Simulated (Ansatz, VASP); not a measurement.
SnSe2 in VASP and in Ansatz

POSCAR

```
SnSe2
1.0
    5.9152643754      0.0000000000      0.0000000000
    0.0000000000      5.9155620324      0.0000000000
    0.0000000000      0.0000000000      3.9776835793
Sn Se
2 4
Direct
    0.5000000000      0.5000000000      0.5000000000
    0.0000000000      0.0000000000      0.0000000000
    0.3058623572      0.3059582262      0.0000000000
    0.8058623572      0.1940417738      0.5000000000
    0.1941376428      0.8059582262      0.5000000000
    0.6941376428      0.6940417738      0.0000000000
```

The input INCAR.step1:

```
SYSTEM = SnSe2
  ALGO = Normal
  EDIFF = 1E-4
  ENCUT = 520
  GGA = PE
  ISMEAR = 0
  LASPH = .TRUE.
  LCHARG = .FALSE.
  LREAL = .FALSE.
  LWAVE = .TRUE.
  NBANDS = 35
  NELM = 100
  PREC = Accurate
  SIGMA = 0.1
```

File INCAR.step2:

```
SYSTEM = SnSe2
  ALGO = Normal
  EDIFF = 1E-6
  ENCUT = 520
  ISIF = 2
  ISMEAR = 0
  ISTART = 1
  LASPH = .TRUE.
  LCHARG = .TRUE.
  LELF = .TRUE.
  LMIXTAU = .TRUE.
  LREAL = .FALSE.
  LVHAR = .TRUE.
  LWAVE = .FALSE.
  METAGGA = R2SCAN
  NBANDS = 35
  NELM = 100
  PREC = Accurate
  SIGMA = 0.1
```

File KPOINTS:

```
k-points
0
G
  4 4 4
  0 0 0
```

Input for Ansatz:

```yaml
crystal:
  lattice:
    - [5.9152643754, 0.0, 0.0]
    - [0.0, 5.9155620324, 0.0]
    - [0.0, 0.0, 3.9776835793]
  atoms:
    - { symbol: Sn, position: [0.5, 0.5, 0.5] }
    - { symbol: Sn, position: [0.0, 0.0, 0.0] }
    - { symbol: Se, position: [0.3058623572, 0.3059582262, 0.0] }
    - { symbol: Se, position: [0.8058623572, 0.1940417738, 0.5] }
    - { symbol: Se, position: [0.1941376428, 0.8059582262, 0.5] }
    - { symbol: Se, position: [0.6941376428, 0.6940417738, 0.0] }
basis:
  ecutwfc: 500
kpoints:
  mp_grid: { grid: [4, 4, 4] }
hamiltonian:
  xc: r2scan
scf:
  occupations: { method: gaussian, width: 0.1 }
output:
  forces: true
  stress: true
  eigenvalues: true
```

Alike in both runs: task single point; functional r2SCAN; k mesh 4 × 4 × 4; occupations gaussian, width 0.1 eV; no spin polarisation.

|  | VASP | Ansatz |
| --- | --- | --- |
| version | VASP 6.6.1 | Ansatz 0.2.0 |
| potentials or method | VASP PAW PBE potentials, release 64 (Sn_d, Se), cutoff 520 eV | scalar-relativistic, plane waves, PAW |
| valence electrons in the cell | 52 | 92 |

```tsv
	VASP	Ansatz	Ansatz less VASP
gap on the k mesh at the Fermi level (eV)	0.45	0.45	0.000
least direct gap on the mesh (eV)	0.45	0.45	0.000
pressure (GPa)	14.9	14.8	-0.08
traceless stress, the component that is largest in VASP (GPa)	-0.32	-0.35	-0.029
rms of the force components (eV/Å)	0.159	0.157	-0.0017
```

VASP's potentials were made for PBE, not for r2SCAN. Atom by atom the forces differ by 0.002 eV/Å (rms over components). VASP's potentials hold 52 valence electrons a cell and Ansatz's 92, so a difference there can come from the potentials and not from the codes.
